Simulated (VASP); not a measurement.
# MgO (P6_3mc) in VASP: a series of runs, part 2 of 2

VASP 6.6.1.

### 3 Single point, PBEsol

This run uses another cell than the first one, of 11.38 Å³/atom, 1.015 times its volume.

Input file INCAR:

```
SYSTEM = MgO
ALGO = Normal
EDIFF = 1E-6
ENCUT = 520
GGA = PS
ISIF = 2
ISMEAR = 0
LASPH = .TRUE.
LCHARG = .FALSE.
LREAL = .FALSE.
LWAVE = .FALSE.
NBANDS = 16
NELM = 60
PREC = Accurate
SIGMA = 0.05
```

Input file KPOINTS:

```
k-points
0
G
  9 9 6
  0 0 0
```

Input file POSCAR:

```
MgO
1.0
    3.3034678116      0.0000000000      0.0000000000
   -1.6517339058      2.8608870454      0.0000000000
    0.0000000000      0.0000000000      4.8186000000
Mg O
2 2
Direct
    0.3333333333      0.6666666667      0.0036583380
    0.6666666667      0.3333333333      0.5036583380
    0.3333333333      0.6666666667      0.4009416620
    0.6666666667      0.3333333333      0.9009416620
```

Potentials or basis: VASP PAW PBE potentials, release 64 (Mg, O).

Started as:

```console
cat potpaw_PBE.64/Mg/POTCAR potpaw_PBE.64/O/POTCAR > POTCAR
mpirun -np 1 vasp_std > vasp.out
```

OUTCAR:

```text
SYSTEM = MgO
   EDIFF = 1E-6
   ENCUT = 520
   GGA = PS
   ISIF = 2
   ISMEAR = 0
   LASPH = .TRUE.
   LREAL = .FALSE.
   NELM = 60
   PREC = Accurate

 ion  position               nearest neighbor table
   1  0.333  0.667  0.004-   3 1.91   4 1.97   4 1.97   4 1.97   2 3.07   2 3.07   2 3.07   2 3.07
                             2 3.07   2 3.07
   2  0.667  0.333  0.504-   4 1.91   3 1.97   3 1.97   3 1.97   1 3.07   1 3.07   1 3.07   1 3.07
                             1 3.07   1 3.07
   3  0.333  0.667  0.401-   1 1.91   2 1.97   2 1.97   2 1.97
   4  0.667  0.333  0.901-   2 1.91   1 1.97   1 1.97   1 1.97

  LATTYP: Found a hexagonal cell.
 ALAT       =     3.3034678116
 C/A-ratio  =     1.4586489940

  Lattice vectors:

 A1 = (   3.3034678116,   0.0000000000,   0.0000000000)
 A2 = (  -1.6517339058,   2.8608870454,   0.0000000000)
 A3 = (   0.0000000000,   0.0000000000,   4.8186000000)

Analysis of symmetry for initial positions (statically):
=====================================================================
 Subroutine PRICEL returns:
 Original cell was already a primitive cell.

 Routine SETGRP: Setting up the symmetry group for a
 hexagonal supercell.

 Subroutine GETGRP returns: Found 12 space group operations
 (whereof  6 operations were pure point group operations)
 out of a pool of 24 trial point group operations.

The static configuration has the point symmetry C_3v.
 The point group associated with its full space group is C_6v.

Analysis of symmetry for dynamics (positions and initial velocities):
=====================================================================
 Subroutine PRICEL returns:
 Original cell was already a primitive cell.

 Routine SETGRP: Setting up the symmetry group for a
 hexagonal supercell.
[... 122 lines left out ...]
   NUPDOWN=      -1.0000    fix difference up-down
   EMIN   =  10.00;   EMAX   =-10.00  energy-range for DOS
   EFERMI =   0.00;   METHOD = LEGACY
   ISMEAR =     0;   SIGMA  =   0.05  broadening in eV -4-tet -1-fermi 0-gaus
   EFERMI_NEDOS =   21; number of points for ismear=-14 and -15
   IALGO  =     38    algorithm
   IMIX   =      4    mixing-type and parameters
     AMIX     =   0.40;   BMIX     =  1.00
     AMIX_MAG =   1.60;   BMIX_MAG =  1.00
  volume/ion in A,a.u.               =      11.38        76.83
  Fermi-wavevector in a.u.,A,eV,Ry     =   1.155183  2.182980 18.156276  1.334449
  Thomas-Fermi vector in A             =   2.291814
   LORBIT       =      0    0 simple, 1 ext, 2 COOP (PROOUT), +10 PAW based schemes
   GGA     = PS    functional components
   LHFCALC =     F    Hartree Fock is set to
   AEXX    =    0.0000 exact exchange contribution
   IVDW    =     0    specifies the selected vdW correction
   LEPSILON=     F    determine dielectric tensor
   LRPA    =     F    only Hartree local field effects (RPA)
 non-spin polarized calculation
 Gauss-broadening in eV      SIGMA  =   0.05
  energy-cutoff  :      520.00
  volume of cell :       45.54
 maximum number of plane-waves:      1242
 NGX is ok and might be reduce to    28
   NGX = 13   NGY = 13   NGZ = 17

 number of electron      15.9999994 magnetization

 Free energy of the ion-electron system (eV)
  ---------------------------------------------------
  ext. energy  EPLUGINS =         0.00000000
  ---------------------------------------------------
  free energy    TOTEN  =       -24.49051104 eV

  energy without entropy =      -24.49051104  energy(sigma->0) =      -24.49051104

 E-fermi :   1.4978     XC(G=0): -10.1380

 val. band max:        1.2638576354   @ k =   0.0000   0.0000   0.0000
 cond. band min:       4.7738239413   @ k =   0.0000   0.0000   0.0000
 fundamental gap:      3.5099663059
 Fermi energy:         1.4977784084

 k-point     1 :       0.0000    0.0000    0.0000
  band No.  band energies     occupation
      1     -15.0873      2.00000
      2     -14.1344      2.00000
      3      -2.1537      2.00000
      4       0.3664      2.00000
      5       0.3664      2.00000
      6       0.7677      2.00000
[... 433 lines left out ...]
      3      -1.6327      2.00000
      4      -1.0874      2.00000
      5      -1.0874      2.00000
      6      -0.1760      2.00000
[... 8 lines left out ...]
     15      14.8425      0.00000
     16      18.7092      0.00000

 [... further k-points ...]
[... 5 lines left out ...]
  --------------------------------------------------------------------------------------
  -------------------------------------------------------------------------------------
  Total        0.5588606      0.5588606      3.0516612      0.0000000     -0.0000000      0.0000000
  in kB       19.6617595     19.6617595    107.3631453      0.0000000     -0.0000000      0.0000000
  external PRESSURE =      48.8955548 kB  Pullay stress =       0.0000000 kB

 VOLUME and BASIS-vectors are now :
 -----------------------------------------------------------------------------
  energy-cutoff  :      520.00
  volume of cell :       45.54
      direct lattice vectors                 reciprocal lattice vectors
     3.303467812  0.000000000  0.000000000     0.302712197  0.174770969  0.000000000
    -1.651733906  2.860887045  0.000000000     0.000000000  0.349541937  0.000000000
     0.000000000  0.000000000  4.818600000     0.000000000  0.000000000  0.207529158

 POSITION                                       TOTAL-FORCE (eV/Angst)
 -----------------------------------------------------------------------------------
     -0.00000      1.90726      0.01763         0.000000      0.000000     -0.589817
      1.65173      0.95363      2.42693        -0.000000     -0.000000     -0.589817
     -0.00000      1.90726      1.93198         0.000000      0.000000      0.589817
      1.65173      0.95363      4.34128        -0.000000     -0.000000      0.589817
 -----------------------------------------------------------------------------------
    total drift:                               -0.000000      0.000000     -0.000313

  FREE ENERGIE OF THE ION-ELECTRON SYSTEM (eV)
  ---------------------------------------------------
  free  energy   TOTEN  =       -24.4905110391 eV

  energy  without entropy=      -24.4905110391  energy(sigma->0) =      -24.49051104
```

stdout:

```text
POSCAR found type information on POSCAR MgO
 POSCAR found :  2 types and       4 ions
 scaLAPACK will be used
 -----------------------------------------------------------------------------
|                                                                             |
|                                                                             |
|     You enforced a specific xc type in the INCAR file but a different       |
|     I HOPE YOU KNOW WHAT YOU ARE DOING!                                     |
|                                                                             |
 -----------------------------------------------------------------------------

 LDA part: xc-table for (Slater+PW92), standard interpolation
 POSCAR, INCAR and KPOINTS ok, starting setup
 FFT: planning ... GRIDC
 FFT: planning ... GRID_SOFT
 FFT: planning ... GRID
 WAVECAR not read
 entering main loop
```

It took 27 s on 1 thread of Intel Xeon Platinum 8488C (Sapphire Rapids), shared host; peak memory 0.18 GiB.

Results:

- Free energy: -24.4905 eV
- Pressure: 4.9 GPa
- Largest force: 0.590 eV/Å
- Band gap on the k mesh: 3.51 eV, direct

Forces on the atoms (eV/Å):
```
Mg   0.000  0.000 -0.590
Mg   0.000  0.000 -0.590
O    0.000  0.000  0.590
O    0.000  0.000  0.590
```

Caveat: the PAW data sets were made with another functional, which shifts forces and pressure a little. A k mesh can miss the band edges.
